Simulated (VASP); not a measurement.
A run of VASP 6.6.1 is set up as follows.

The input INCAR:

```
PREC = Accurate ; ENCUT = 520
EDIFF = 1E-7 ; ISMEAR = -1
SIGMA = 0.02 ; LREAL = F
LASPH = T ; NELM = 100
ALGO = Fast ; ISIF = 2
LWAVE = F ; LCHARG = F
GGA = PE ; NBANDS = 11
```

Contents of KPOINTS:

```
Automatic mesh
0
Gamma
  24 24 24
```

The input POSCAR:

```
Pt
1.0
    0.0000000000      2.1977790799      1.5538298095
    2.1977790799      0.0000000000      1.5538298095
    2.1977790799      2.1977790799      0.0000000000
Pt
1
Direct
    0.0000000000      0.0000000000      0.0000000000
```

Potentials or basis: VASP PAW PBE potentials, release 64 (Pt).

Command:

```console
$ cat potpaw_PBE.64/Pt/POTCAR > POTCAR
$ mpirun -np 1 vasp_std > vasp.out
```

Question: Predict the band gap on the k mesh.

Answer: Zero (bands 5 and 6 overlap by 2.38 eV).

Question: What does it give for the pressure?

Answer: 14.1 GPa.

Caveat: the cell stands under pressure; spin-orbit coupling is left out, which moves the levels of the heavy elements.
